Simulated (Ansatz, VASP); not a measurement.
## One calculation of Pd, two programs

File INCAR:

```
SYSTEM = Pd
PREC = Accurate
ENCUT = 520
EDIFF = 1E-7
ISMEAR = 0
SIGMA = 0.15
LREAL = .False.
LASPH = .True.
NELM = 60
ALGO = Normal
ISIF = 2
LWAVE = .False.
LCHARG = .False.
GGA = PS
NBANDS = 11
```

Contents of KPOINTS:

```
regular mesh
0
Gamma
  20 20 20
  0 0 0
```

Contents of POSCAR:

```
Pd
1.0
    0.0000000000      1.9449000000      1.8865530000
    1.9449000000      0.0000000000      1.8865530000
    1.9449000000      1.9449000000      0.0000000000
Pd
1
Direct
    0.0000000000      0.0000000000      0.0000000000
```

Input for Ansatz:

```yaml
crystal:
  lattice:
    - [0.0, 1.9449, 1.886553]
    - [1.9449, 0.0, 1.886553]
    - [1.9449, 1.9449, 0.0]
  atoms:
    - { symbol: Pd, position: [0.0, 0.0, 0.0] }
basis:
  ecutwfc: 420
kpoints:
  mp_grid: { grid: [20, 20, 20] }
hamiltonian:
  xc: pbesol
scf:
  occupations: { method: gaussian, width: 0.15 }
output:
  forces: true
  stress: true
  eigenvalues: true
```

Change from the starting cell: strain -0.0300 x Voigt [0, 0, 1, 0, 0, 0], atoms carried along.

Alike in both runs: task single point; functional PBEsol; k mesh 20 × 20 × 20; occupations gaussian, width 0.15 eV; no spin polarisation.

|  | VASP | Ansatz |
| --- | --- | --- |
| version | VASP 6.6.1 | Ansatz 0.2.0 |
| potentials or method | VASP PAW PBE potentials, release 64 (Pd), cutoff 520 eV | scalar-relativistic, plane waves, PAW |
| valence electrons in the cell | 10 | 18 |

Ansatz gave:

- gap on the k mesh at the Fermi level (eV): none
- pressure (GPa): 4.3
- traceless stress, the component that is largest in VASP (GPa): 1.20

What did VASP give for the same quantities?

gap on the k mesh at the Fermi level (eV): none; pressure (GPa): 3.9; traceless stress, the component that is largest in VASP (GPa): 1.19.

VASP's potentials were made for PBE, not for PBEsol. A gap of «none» marks a metal or a gap that the smearing closes. With one functional, cell and mesh, what is left measures potentials, basis and numerics. VASP's potentials hold 10 valence electrons a cell and Ansatz's 18, so a difference there can come from the potentials and not from the codes.
